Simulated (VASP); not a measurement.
# Cu (I4/mmm) in VASP: single point with PBE exchange alone+U

Aim: the single point of Cu with PBE exchange alone+U.

Everything below comes from runs of VASP 6.6.1. Logs are shortened: lines on timing, memory, paths and dates and some standing lists are left out, and cuts for length are marked.

## 1. The cell of the first run

The structure is tetragonal, space group I4/mmm (No. 139). Conventional cell: a = 2.886 Å, b = 2.886 Å, c = 2.752 Å, α = 90.00°, β = 90.00°, γ = 90.00°. Within 3.2 Å of Cu (site symmetry 4/mmm) lie 14 Cu at 2.46 to 2.89 Å.

## 2. Single point, PBE exchange alone+U, non-collinear spin, zero start, spin-orbit coupling

POSCAR reads:

```
Cu
1.0
   -1.4427933200      1.4427933200      1.3760814500
    1.4427933200     -1.4427933200      1.3760814500
    1.4427933200      1.4427933200     -1.3760814500
Cu
1
Direct
    0.0000000000      0.0000000000      0.0000000000
```

INCAR.step1 reads:

```
PREC = Accurate ; ENCUT = 520
EDIFF = 1E-6 ; ISMEAR = 1
SIGMA = 0.05 ; LREAL = F
LASPH = T ; NELM = 150
ALGO = Fast ; ISIF = 2
LWAVE = F ; LCHARG = T
MAGMOM = 0 0 0 ; LSORBIT = T
GGA_COMPAT = F ; LORBMOM = T
LMAXMIX = 4 ; LDAU = T
LDAUTYPE = 2 ; LDAUL = 2
LDAUU = 2 ; LDAUJ = 0
LDAUPRINT = 1 ; GGA = PE
ALDAC = 0.0 ; AGGAC = 0.0
NBANDS = 22
```

KPOINTS.step1 reads:

```
Automatic mesh
0
Gamma
  13 13 13
```

INCAR.step2 reads:

```
PREC = Accurate ; ENCUT = 520
EDIFF = 1E-6 ; ISMEAR = -5
SIGMA = 0.05 ; LREAL = F
LASPH = T ; NELM = 150
ALGO = Fast ; ISIF = 2
LWAVE = F ; LCHARG = F
MAGMOM = 0 0 0 ; LORBIT = 10
LSORBIT = T ; GGA_COMPAT = F
LORBMOM = T ; LMAXMIX = 4
LDAU = T ; LDAUTYPE = 2
LDAUL = 2 ; LDAUU = 2
LDAUJ = 0 ; LDAUPRINT = 1
GGA = PE ; ALDAC = 0.0
AGGAC = 0.0 ; NBANDS = 22
NEDOS = 1001 ; ICHARG = 11
```

KPOINTS.step2 reads:

```
Automatic mesh
0
Gamma
  20 20 20
```

Potentials or basis: VASP PAW PBE potentials, release 64 (Cu).

The run is started by

```sh
> cat potpaw_PBE.64/Cu/POTCAR > POTCAR
> cp INCAR.step1 INCAR
> cp KPOINTS.step1 KPOINTS
> mpirun -np 1 vasp_ncl > vasp.out
> cp INCAR.step2 INCAR
> cp KPOINTS.step2 KPOINTS
> mpirun -np 1 vasp_ncl > vasp.out
```

OUTCAR:

```text
PREC = Accurate
   ENCUT = 520
   EDIFF = 1E-6
   ISMEAR = -5
   LREAL = F
   LASPH = T
   NELM = 150
   ISIF = 2
   LORBIT = 10
   LSORBIT = T
   GGA = PE
   ICHARG = 11

 ion  position               nearest neighbor table
   1  0.000  0.000  0.000-

  LATTYP: Found a body centered tetragonal cell.
 ALAT       =     2.8855866400
 C/A-ratio  =     0.9537620052

  Lattice vectors:

 A1 = (  -1.4427933200,   1.4427933200,   1.3760814500)
 A2 = (   1.4427933200,  -1.4427933200,   1.3760814500)
 A3 = (   1.4427933200,   1.4427933200,  -1.3760814500)

Analysis of symmetry for initial positions (statically):
=====================================================================
 Subroutine PRICEL returns:
 Original cell was already a primitive cell.

 Routine SETGRP: Setting up the symmetry group for a
 body centered tetragonal supercell.

 Subroutine GETGRP returns: Found 16 space group operations
 (whereof 16 operations were pure point group operations)
 out of a pool of 16 trial point group operations.

The static configuration has the point symmetry D_4h.

Analysis of symmetry for dynamics (positions and initial velocities):
=====================================================================
 Subroutine PRICEL returns:
 Original cell was already a primitive cell.

 Routine SETGRP: Setting up the symmetry group for a
 body centered tetragonal supercell.

 Subroutine GETGRP returns: Found 16 space group operations
 (whereof 16 operations were pure point group operations)
 out of a pool of 16 trial point group operations.

The dynamic configuration has the point symmetry D_4h.

Analysis of structural, dynamic, and magnetic symmetry:
=====================================================================
 Subroutine PRICEL returns:
 Original cell was already a primitive cell.

 Routine SETGRP: Setting up the symmetry group for a
 body centered tetragonal supercell.

 Subroutine GETGRP returns: Found 16 space group operations
 (whereof 16 operations were pure point group operations)
 out of a pool of 16 trial point group operations.

The overall configuration has the point symmetry D_4h.

 Subroutine INISYM returns: Found 16 space group operations
 (whereof 16 operations are pure point group operations),
 and found     1 'primitive' translations

----------------------------------------------------------------------------------------

                                     Primitive cell

  volume of cell :      11.4581

  direct lattice vectors                    reciprocal lattice vectors
    -1.442793320  1.442793320  1.376081450     0.000000000  0.346549983  0.363350585
     1.442793320 -1.442793320  1.376081450     0.346549983  0.000000000  0.363350585
     1.442793320  1.442793320 -1.376081450     0.346549983  0.346549983  0.000000000

  length of vectors
     2.461078074  2.461078074  2.461078074     0.502116060  0.502116060  0.490095685

  position of ions in fractional coordinates (direct lattice)
     0.000000000  0.000000000  0.000000000

  ion indices of the primitive-cell ions
   primitive index   ion index
                 1           1

----------------------------------------------------------------------------------------

 KPOINTS: Automatic mesh

Automatic generation of k-mesh.
 Grid dimensions read from file:
 generate k-points for:   20   20   20

 Generating k-lattice:

  Cartesian coordinates                     Fractional coordinates (reciprocal lattice)
     0.000000000  0.017327499  0.018167529     0.050000000 -0.000000000  0.000000000
     0.017327499  0.000000000  0.018167529    -0.000000000  0.050000000  0.000000000
     0.017327499  0.017327499  0.000000000     0.000000000  0.000000000  0.050000000

  Length of vectors
     0.025105803  0.025105803  0.024504784

  Shift w.r.t. Gamma in fractional coordinates (k-lattice)
     0.000000000  0.000000000  0.000000000

[... 73 lines left out ...]
  volume/ion in A,a.u.               =      11.46        77.32
  Fermi-wavevector in a.u.,A,eV,Ry     =   1.614984  3.051878 35.486359  2.608174
  Thomas-Fermi vector in A             =   2.709805
   LORBIT       =     10    0 simple, 1 ext, 2 COOP (PROOUT), +10 PAW based schemes
 LDA+U is selected, type is set to LDAUTYPE =  2
   angular momentum for each species LDAUL =     2
   U (eV)           for each species LDAUU =   2.0
   J (eV)           for each species LDAUJ =   0.0
   GGA     = PE    functional components
   LHFCALC =     F    Hartree Fock is set to
   AEXX    =    0.0000 exact exchange contribution
   IVDW    =     0    specifies the selected vdW correction
   LEPSILON=     F    determine dielectric tensor
   LRPA    =     F    only Hartree local field effects (RPA)
 RMM-DIIS sequential band-by-band and
 Fermi weights with tetrahedron method with Bloechl corrections
  energy-cutoff  :      520.00
  volume of cell :       11.46
 maximum number of plane-waves:       654

atom =   1  type =  1  l = 2

 onsite density matrix

spin component  1

  0.9232 -0.0000  0.0000 -0.0000  0.0000     -0.0000  0.0000 -0.0000  0.0000  0.0024
 -0.0000  0.9260  0.0000  0.0000  0.0000     -0.0000 -0.0000 -0.0000  0.0012 -0.0000
  0.0000  0.0000  0.9345 -0.0000  0.0000      0.0000  0.0000  0.0000 -0.0000  0.0000
 -0.0000  0.0000 -0.0000  0.9260  0.0000     -0.0000 -0.0012  0.0000 -0.0000 -0.0000
  0.0000  0.0000  0.0000  0.0000  0.9390     -0.0024  0.0000 -0.0000  0.0000 -0.0000
[... 19 lines left out ...]
  0.9232 -0.0000 -0.0000 -0.0000 -0.0000     -0.0000 -0.0000  0.0000 -0.0000 -0.0024
 -0.0000  0.9260  0.0000  0.0000  0.0000      0.0000 -0.0000  0.0000 -0.0012  0.0000
 -0.0000  0.0000  0.9345 -0.0000  0.0000     -0.0000 -0.0000  0.0000  0.0000 -0.0000
 -0.0000  0.0000 -0.0000  0.9260  0.0000      0.0000  0.0012 -0.0000 -0.0000  0.0000
 -0.0000  0.0000  0.0000  0.0000  0.9390      0.0024 -0.0000  0.0000 -0.0000 -0.0000

 occupancies and eigenvectors

  o =  0.9221  v = -0.0210  0.3467 -0.0000 -0.0000  0.0000 -0.8678 -0.0084 -0.0000  0.0000 -0.0000      0.0000 -0.0000  0.0000 -0.3467  0.0019  0.0002 -0.0000 -0.0000 -0.0084 -0.0770
  o =  0.9221  v =  0.8678  0.0084  0.0000 -0.0000 -0.0000 -0.0210  0.3467 -0.0000 -0.0001 -0.0000      0.0000 -0.0000 -0.0000 -0.0084 -0.0770  0.0000  0.0001 -0.0000  0.3467 -0.0019
  o =  0.9254  v =  0.1183  0.5898 -0.0000 -0.0001  0.0000  0.4549 -0.1534 -0.0000  0.0000  0.0000      0.0000 -0.0001  0.0000 -0.5898 -0.0479 -0.0001 -0.0000 -0.0000 -0.1534  0.1842
  o =  0.9254  v =  0.4549 -0.1534 -0.0000  0.0000  0.0000 -0.1183 -0.5898  0.0000  0.0001 -0.0000      0.0000  0.0000  0.0000  0.1534 -0.1842  0.0000 -0.0001  0.0000 -0.5898 -0.0479
  o =  0.9261  v =  0.0000 -0.2411  0.0000  0.6115  0.0000 -0.0000 -0.1005  0.3127 -0.0000  0.0000      0.0000 -0.6115 -0.0514 -0.2411 -0.0000 -0.0000 -0.0000 -0.1233  0.1005 -0.0000
  o =  0.9261  v =  0.0000  0.0368  0.0001 -0.0935  0.0000  0.0000 -0.6573 -0.0478 -0.0003 -0.0000      0.0000  0.0935 -0.3361  0.0368 -0.0000  0.0000 -0.0003  0.0188  0.6573  0.0000
  o =  0.9356  v =  0.0000  0.0220  0.0002 -0.1686  0.0000 -0.0000  0.1700  0.6593  0.0001  0.0000      0.0000  0.1686 -0.6650  0.0220 -0.0000 -0.0000  0.0001 -0.0863 -0.1700 -0.0000
  o =  0.9356  v = -0.0000  0.0220 -0.0002 -0.1686 -0.0000 -0.0000 -0.1700  0.6593 -0.0001  0.0000      0.0000  0.1686  0.6650  0.0220  0.0000 -0.0000 -0.0001 -0.0863  0.1700 -0.0000
  o =  0.9396  v = -0.1598  0.0003  0.0000 -0.0000  0.0000  0.0005  0.0912  0.0000  0.0000 -0.0000      0.0000 -0.0000  0.0000 -0.0003 -0.9787 -0.0000 -0.0000  0.0000  0.0912 -0.0029
  o =  0.9396  v = -0.0005 -0.0912 -0.0000  0.0001  0.0000 -0.1598  0.0003 -0.0000  0.0000  0.0012      0.0000  0.0001  0.0000  0.0912 -0.0029  0.0002 -0.0000 -0.0000  0.0003  0.9787

 number of electron      10.9999998 magnetization       0.0000000     -0.0000000     -0.0000000

 Free energy of the ion-electron system (eV)
  ---------------------------------------------------
  ext. energy  EPLUGINS =         0.00000000
  ---------------------------------------------------
  free energy    TOTEN  =        -1.32702213 eV

  energy without entropy =       -1.32702213  energy(sigma->0) =       -1.32702213

 E-fermi :   9.5324     XC(G=0): -11.1162

 val. band max:        9.5274594290   @ k =  -0.4500   0.5000   0.0500
 cond. band min:       9.5317818746   @ k =   0.5000   0.2000   0.0500
 fundamental gap:      0.0043224456
 Fermi energy:         9.5323595348

 k-point     1 :       0.0000    0.0000    0.0000
  band No.  band energies     occupation
      1       0.1686      1.00000
      2       0.1686      1.00000
      3       5.7460      1.00000
      4       5.7460      1.00000
      5       5.8938      1.00000
      6       5.8938      1.00000
[... 589 lines left out ...]
     21      35.0479      0.00000
     22      35.0479      0.00000

 [... further k-points ...]

------------------------ aborting loop because EDIFF is reached ----------------------------------------

  FORCE on cell =-STRESS in cart. coord.  units (eV):
  Direction    XX          YY          ZZ          XY          YZ          ZX
  --------------------------------------------------------------------------------------
  -------------------------------------------------------------------------------------
  Total        1.6675550      1.6675550      1.6242677      0.0000000     -0.0000000      0.0000000
  in kB      233.1730640    233.1730640    227.1202317      0.0000000     -0.0000000      0.0000000
  external PRESSURE =     231.1554532 kB  Pullay stress =       0.0000000 kB

 VOLUME and BASIS-vectors are now :
 -----------------------------------------------------------------------------
  energy-cutoff  :      520.00
  volume of cell :       11.46
      direct lattice vectors                 reciprocal lattice vectors
    -1.442793320  1.442793320  1.376081450     0.000000000  0.346549983  0.363350585
     1.442793320 -1.442793320  1.376081450     0.346549983  0.000000000  0.363350585
     1.442793320  1.442793320 -1.376081450     0.346549983  0.346549983  0.000000000

 POSITION                                       TOTAL-FORCE (eV/Angst)
 -----------------------------------------------------------------------------------
      0.00000      0.00000      0.00000         0.000000      0.000000      0.000000
 -----------------------------------------------------------------------------------
    total drift:                                0.000000     -0.000000     -0.000000

  FREE ENERGIE OF THE ION-ELECTRON SYSTEM (eV)
  ---------------------------------------------------
  free  energy   TOTEN  =        -1.3270221263 eV

  energy  without entropy=       -1.3270221263  energy(sigma->0) =       -1.32702213

 orbital moment (x)

 # of ion     p       d       tot
 ----------------------------------------
  1         0.000  -0.000   0.000
 ----------------------------------------
            0.000  -0.000   0.000

 orbital moment (y)

 # of ion     p       d       tot
 ----------------------------------------
  1         0.000  -0.000  -0.000
 ----------------------------------------
            0.000  -0.000  -0.000

 orbital moment (z)

 # of ion     p       d       tot
 ----------------------------------------
  1         0.000  -0.000  -0.000
 ----------------------------------------
            0.000  -0.000  -0.000

 Spin-Orbit-Coupling matrix elements

 Ion:    1  E_soc:     -0.0121944
 l=   1
     0.0000000    -0.0003419    -0.0003380
    -0.0003419     0.0000000    -0.0003419
    -0.0003380    -0.0003419     0.0000000
 l=   2
     0.0000000    -0.0003376     0.0000000    -0.0003376    -0.0013572
    -0.0003376     0.0000000    -0.0010204    -0.0003354    -0.0003333
     0.0000000    -0.0010204     0.0000000    -0.0010204     0.0000000
    -0.0003376    -0.0003354    -0.0010204     0.0000000    -0.0003333
    -0.0013572    -0.0003333     0.0000000    -0.0003333     0.0000000
 l=   3
     0.0000000     0.0000000     0.0000000     0.0000000     0.0000000     0.0000000     0.0000000
     0.0000000     0.0000000     0.0000000     0.0000000     0.0000000     0.0000000     0.0000000
     0.0000000     0.0000000     0.0000000     0.0000000     0.0000000     0.0000000     0.0000000
     0.0000000     0.0000000     0.0000000     0.0000000     0.0000000     0.0000000     0.0000000
     0.0000000     0.0000000     0.0000000     0.0000000     0.0000000     0.0000000     0.0000000
     0.0000000     0.0000000     0.0000000     0.0000000     0.0000000     0.0000000     0.0000000
     0.0000000     0.0000000     0.0000000     0.0000000     0.0000000     0.0000000     0.0000000

 total charge

# of ion       s       p       d       tot
------------------------------------------
    1        0.459   0.381   9.272  10.112

 magnetization (x)

# of ion       s       p       d       tot
------------------------------------------
    1       -0.000  -0.000   0.000  -0.000

 magnetization (y)

# of ion       s       p       d       tot
------------------------------------------
    1        0.000   0.000  -0.000   0.000

 magnetization (z)

# of ion       s       p       d       tot
------------------------------------------
    1       -0.000   0.000  -0.000  -0.000
```

It took 3.3 min on 1 thread of AMD EPYC 9R45 (Zen 5), shared host; peak memory 0.36 GiB.

What came out:

```
Net moment                                            : 0.00 μB per cell
Valence electrons inside the program's atomic spheres : Cu 10.11
```

Moments on the atoms (μB; x, y, z):
```
Cu  0.00 0.00 0.00
```

Caveat: the U is typed as a test and isn't derived for this compound.
